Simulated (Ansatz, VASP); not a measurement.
Hf: VASP beside Ansatz

```
Hf
1.0
    -1.76749    1.76749    1.76749
     1.76749   -1.76749    1.76749
     1.76749    1.76749   -1.76749
Hf
1
Direct
  0.00000 0.00000 0.00000
```

Alike in both runs: task single point; functional LDA; k mesh 14 × 14 × 14; occupations fermi-dirac, width 0.05 eV; non-collinear spin, spin-orbit coupling.

|  | VASP | Ansatz |
| --- | --- | --- |
| version | VASP 6.6.1 | Ansatz 0.2.0 |
| potentials or method | VASP PAW LDA potentials, release 64 (Hf_pv), cutoff 520 eV | all-electron LAPW |

Ansatz gave:

| Item | Value |
| --- | --- |
| pressure (GPa) | -8.2 |

**Question.** Estimate VASP's values.

**Answer.** Pressure (GPa): -8.3.

LDA's correlation is that of Perdew and Zunger in VASP and of Perdew and Wang (1992) in Ansatz. Ansatz ran all-electron here, and VASP with PAW potentials.
